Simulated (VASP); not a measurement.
# Sb (Fm-3m) in VASP: further runs, part 3 of 3

VASP 6.6.1. Earlier steps stand in the parts before.

## 6. Single point, r2SCAN (volume scaled by 1.08)

Contents of POSCAR:

```
Sb
1.0
    0.0000000000      2.4484740044      2.4484740044
    2.4484740044      0.0000000000      2.4484740044
    2.4484740044      2.4484740044      0.0000000000
Sb
1
Direct
    0.0000000000      0.0000000000      0.0000000000
```

Contents of INCAR.step1:

```
  PREC = Accurate
  ENCUT = 520
  ISMEAR = -1
  SIGMA = 0.1
  LREAL = F
  LASPH = T
  NELM = 60
  NBANDS = 8
  GGA = PE
  ALGO = Normal
  EDIFF = 1E-4
  LWAVE = T
  LCHARG = F
```

Contents of INCAR.step2:

```
  PREC = Accurate
  ENCUT = 520
  EDIFF = 1E-6
  ISMEAR = -1
  SIGMA = 0.1
  LREAL = F
  LASPH = T
  NELM = 60
  ALGO = Normal
  ISIF = 2
  LWAVE = F
  LCHARG = F
  METAGGA = R2SCAN
  LMIXTAU = T
  NBANDS = 8
  ISTART = 1
```

Contents of KPOINTS:

```
Automatic mesh
0
Gamma
  13 13 13
```

Potentials or basis: VASP PAW PBE potentials, release 64 (Sb).

The run is started by

```
$ cat potpaw_PBE.64/Sb/POTCAR > POTCAR
$ cp INCAR.step1 INCAR
$ mpirun -np 1 vasp_std > vasp.out
$ cp INCAR.step2 INCAR
$ mpirun -np 1 vasp_std > vasp.out
```

OUTCAR:

```text
PREC = Accurate
   ENCUT = 520
   EDIFF = 1E-6
   ISMEAR = -1
   LREAL = F
   LASPH = T
   NELM = 60
   ISIF = 2
   METAGGA = R2SCAN
   ISTART = 1

 ion  position               nearest neighbor table
   1  0.000  0.000  0.000-

  LATTYP: Found a face centered cubic cell.
 ALAT       =     4.8969480088

  Lattice vectors:

 A1 = (   0.0000000000,   2.4484740044,   2.4484740044)
 A2 = (   2.4484740044,   0.0000000000,   2.4484740044)
 A3 = (   2.4484740044,   2.4484740044,   0.0000000000)

Analysis of symmetry for initial positions (statically):
=====================================================================
 Subroutine PRICEL returns:
 Original cell was already a primitive cell.

 Routine SETGRP: Setting up the symmetry group for a
 face centered cubic supercell.

 Subroutine GETGRP returns: Found 48 space group operations
 (whereof 48 operations were pure point group operations)
 out of a pool of 48 trial point group operations.

The static configuration has the point symmetry O_h .

Analysis of symmetry for dynamics (positions and initial velocities):
=====================================================================
 Subroutine PRICEL returns:
 Original cell was already a primitive cell.

 Routine SETGRP: Setting up the symmetry group for a
 face centered cubic supercell.

 Subroutine GETGRP returns: Found 48 space group operations
 (whereof 48 operations were pure point group operations)
 out of a pool of 48 trial point group operations.

The dynamic configuration has the point symmetry O_h .

 Subroutine INISYM returns: Found 48 space group operations
 (whereof 48 operations are pure point group operations),
 and found     1 'primitive' translations

----------------------------------------------------------------------------------------

                                     Primitive cell

  volume of cell :      29.3573

  direct lattice vectors                    reciprocal lattice vectors
     0.000000000  2.448474004  2.448474004    -0.204208825  0.204208825  0.204208825
     2.448474004  0.000000000  2.448474004     0.204208825 -0.204208825  0.204208825
     2.448474004  2.448474004  0.000000000     0.204208825  0.204208825 -0.204208825

  length of vectors
     3.462665144  3.462665144  3.462665144     0.353700061  0.353700061  0.353700061

  position of ions in fractional coordinates (direct lattice)
     0.000000000  0.000000000  0.000000000

  ion indices of the primitive-cell ions
   primitive index   ion index
                 1           1

----------------------------------------------------------------------------------------

 KPOINTS: Automatic mesh

Automatic generation of k-mesh.
 Grid dimensions read from file:
 generate k-points for:   13   13   13

 Generating k-lattice:

  Cartesian coordinates                     Fractional coordinates (reciprocal lattice)
    -0.015708371  0.015708371  0.015708371     0.076923077  0.000000000  0.000000000
     0.015708371 -0.015708371  0.015708371     0.000000000  0.076923077  0.000000000
     0.015708371  0.015708371 -0.015708371     0.000000000  0.000000000  0.076923077

  Length of vectors
     0.027207697  0.027207697  0.027207697

  Shift w.r.t. Gamma in fractional coordinates (k-lattice)
     0.000000000  0.000000000  0.000000000

 Subroutine IBZKPT returns following result:
 ===========================================

 Found     84 irreducible k-points:

 Following reciprocal coordinates:
            Coordinates               Weight
  0.000000  0.000000  0.000000      1.000000
  0.076923  0.000000  0.000000      8.000000
  0.153846  0.000000  0.000000      8.000000
  0.230769  0.000000  0.000000      8.000000
  0.307692  0.000000  0.000000      8.000000
  0.384615  0.000000  0.000000      8.000000
[... 16 lines left out ...]
  0.384615  0.153846  0.000000     24.000000
  0.461538  0.153846  0.000000     24.000000
 [... further k-points ...]
   k-points           NKPTS =     84   k-points in BZ     NKDIM =     84   number of bands    NBANDS=      8
   number of dos      NEDOS =    301   number of ions     NIONS =      1
   total plane-waves  NPLWV =  21952
   dimension x,y,z NGX =    28 NGY =   28 NGZ =   28
   dimension x,y,z NGXF=    56 NGYF=   56 NGZF=   56
   ions per type =               1
   NGX,Y,Z   is equivalent  to a cutoff of  13.44, 13.44, 13.44 a.u.
   NGXF,Y,Z  is equivalent  to a cutoff of  26.89, 26.89, 26.89 a.u.
 SYSTEM =  unknown system
   PREC   = accura    normal or accurate (medium, high low for compatibility)
   ISTART =      1    job   : 0-new  1-cont  2-samecut
   ICHARG =      0    charge: 1-file 2-atom 10-const
   ISPIN  =      1    spin polarized calculation?
   LNONCOLLINEAR =      F non collinear calculations
   LSORBIT =      F    spin-orbit coupling
   LASPH  =      T    aspherical Exc in radial PAW
   ENCUT  =  520.0 eV  38.22 Ry    6.18 a.u.   6.44  6.44  6.44*2*pi/ulx,y,z
   NELM   =     60;   NELMIN=  2; NELMDL=  0     # of ELM steps
   EDIFF  = 0.1E-05   stopping-criterion for ELM
   LREAL  =      F    real-space projection
[... 7 lines left out ...]
   TEBEG  =    0.0;   TEEND  =   0.0 temperature during run
   PSTRESS=    0.0 pullay stress
   NELECT =       5.0000    total number of electrons
   NUPDOWN=      -1.0000    fix difference up-down
   EMIN   =  10.00;   EMAX   =-10.00  energy-range for DOS
   EFERMI =   0.00;   METHOD = LEGACY
   ISMEAR =    -1;   SIGMA  =   0.10  broadening in eV -4-tet -1-fermi 0-gaus
   EFERMI_NEDOS =   21; number of points for ismear=-14 and -15
   IALGO  =     38    algorithm
   IMIX   =      4    mixing-type and parameters
     AMIX     =   0.40;   BMIX     =  1.00
     AMIX_MAG =   1.60;   BMIX_MAG =  1.00
  volume/ion in A,a.u.               =      29.36       198.11
  Fermi-wavevector in a.u.,A,eV,Ry     =   0.907457  1.714845 11.204099  0.823478
  Thomas-Fermi vector in A             =   2.031266
   LORBIT       =      0    0 simple, 1 ext, 2 COOP (PROOUT), +10 PAW based schemes
   METAGGA = R2SCAN    functional components
   LHFCALC =     F    Hartree Fock is set to
   AEXX    =    0.0000 exact exchange contribution
   IVDW    =     0    specifies the selected vdW correction
   LEPSILON=     F    determine dielectric tensor
   LRPA    =     F    only Hartree local field effects (RPA)
 non-spin polarized calculation
  energy-cutoff  :      520.00
  volume of cell :       29.36
 maximum number of plane-waves:       809
 NGX is ok and might be reduce to    28
   NGX = 13   NGY = 13   NGZ = 13

 number of electron       5.0000000 magnetization

 Free energy of the ion-electron system (eV)
  ---------------------------------------------------
  ext. energy  EPLUGINS =         0.00000000
  ---------------------------------------------------
  free energy    TOTEN  =       -25.20693719 eV

  energy without entropy =      -25.18098564  energy(sigma->0) =      -25.19396141

 E-fermi :   7.3494     XC(G=0): -10.4181

 val. band max:        7.3234494408   @ k =   0.4615   0.2308   0.0000
 cond. band min:       7.3785618356   @ k =  -0.3846   0.4615   0.0769
 fundamental gap:      0.0551123948
 Fermi energy:         7.3493965126

 k-point     1 :       0.0000    0.0000    0.0000
  band No.  band energies     occupation
      1      -5.5264      2.00000
      2      12.3535      0.00000
      3      12.3535      0.00000
      4      12.3535      0.00000
      5      17.5180      0.00000
      6      17.5180      0.00000
      7      17.5180      0.00000
      8      18.4040      0.00000

 k-point     2 :       0.0769    0.0000    0.0000
  band No.  band energies     occupation
      1      -5.4122      2.00000
      2      11.3551      0.00000
      3      12.2134      0.00000
      4      12.2134      0.00000
      5      16.8618      0.00000
      6      17.7537      0.00000
      7      17.7537      0.00000
      8      19.5995      0.00000
[... 221 lines left out ...]
 k-point    23 :       0.3846    0.1538    0.0000
  band No.  band energies     occupation
      1      -3.0878      2.00000
      2       4.6552      2.00000
      3       9.3045      0.00000
      4       9.6649      0.00000
      5      14.5038      0.00000
      6      17.5341      0.00000
      7      19.2537      0.00000
      8      19.7164      0.00000

 k-point    24 :       0.4615    0.1538    0.0000
  band No.  band energies     occupation
      1      -2.2238      2.00000
      2       3.0695      2.00000
      3       8.7173      0.00000
      4       9.6943      0.00000
      5      14.3995      0.00000
      6      18.0744      0.00000
      7      18.6322      0.00000
      8      20.5599      0.00000

 [... further k-points ...]

------------------------ aborting loop because EDIFF is reached ----------------------------------------

  FORCE on cell =-STRESS in cart. coord.  units (eV):
  Direction    XX          YY          ZZ          XY          YZ          ZX
  --------------------------------------------------------------------------------------
  -------------------------------------------------------------------------------------
  Total       -0.7316677     -0.7316677     -0.7316677     -0.0000000     -0.0000000      0.0000000
  in kB      -39.9307975    -39.9307975    -39.9307975     -0.0000000     -0.0000000      0.0000000
  external PRESSURE =     -39.9307975 kB  Pullay stress =       0.0000000 kB

 VOLUME and BASIS-vectors are now :
 -----------------------------------------------------------------------------
  energy-cutoff  :      520.00
  volume of cell :       29.36
      direct lattice vectors                 reciprocal lattice vectors
     0.000000000  2.448474004  2.448474004    -0.204208825  0.204208825  0.204208825
     2.448474004  0.000000000  2.448474004     0.204208825 -0.204208825  0.204208825
     2.448474004  2.448474004  0.000000000     0.204208825  0.204208825 -0.204208825

 POSITION                                       TOTAL-FORCE (eV/Angst)
 -----------------------------------------------------------------------------------
      0.00000      0.00000      0.00000        -0.000000      0.000000      0.000000
 -----------------------------------------------------------------------------------
    total drift:                                0.000000      0.000000      0.000000

  FREE ENERGIE OF THE ION-ELECTRON SYSTEM (eV)
  ---------------------------------------------------
  free  energy   TOTEN  =       -25.2069371851 eV

  energy  without entropy=      -25.1809856404  energy(sigma->0) =      -25.19396141
```

OUTCAR.step1:

```text
PREC = Accurate
   ENCUT = 520
   ISMEAR = -1
   LREAL = F
   LASPH = T
   NELM = 60
[... 478 lines left out ...]

 POSITION                                       TOTAL-FORCE (eV/Angst)
 -----------------------------------------------------------------------------------
      0.00000      0.00000      0.00000         0.000000      0.000000      0.000000
 -----------------------------------------------------------------------------------
    total drift:                                0.000000      0.000000      0.000000

  FREE ENERGIE OF THE ION-ELECTRON SYSTEM (eV)
  ---------------------------------------------------
  free  energy   TOTEN  =        -3.8077967266 eV

  energy  without entropy=       -3.7806018157  energy(sigma->0) =       -3.79419927
```

It took 47 s on 1 thread of Intel Xeon 6975P-C, shared host; peak memory 0.17 GiB.

What came out:

| Quantity | Value |
| --- | --- |
| Free energy | -25.2069 eV |
| Pressure | -4.0 GPa |

Caveat: the PAW data sets were made with another functional, which shifts forces and pressure a little; spin-orbit coupling is left out, which moves the levels of the heavy elements.

## 7. Overview

| cell | gap on the mesh (eV) | pressure (GPa) |
| --- | --- | --- |
| a = 3.282 Å, angles 60.0°, 1 atom | none | 6.0 |
| a = 3.329 Å, angles 60.0°, 1 atom | none | 2.6 |
| a = 3.375 Å, angles 60.0°, 1 atom | none | -0.1 |
| a = 3.419 Å, angles 60.0°, 1 atom | none | -2.3 |
| a = 3.463 Å, angles 60.0°, 1 atom | none | -4.0 |

Alike in all rows: task single point; level r2SCAN; potentials or basis VASP PAW PBE potentials, release 64 (Sb); no spin polarisation; k mesh 13 × 13 × 13; cutoff (eV) 520; smearing fermi-dirac 0.1 eV.

Caveats: the PAW data sets were made with another functional, which shifts forces and pressure a little; spin-orbit coupling is left out, which moves the levels of the heavy elements.

Total energies depend on the potentials used, so only differences within one code and one set of settings carry meaning.
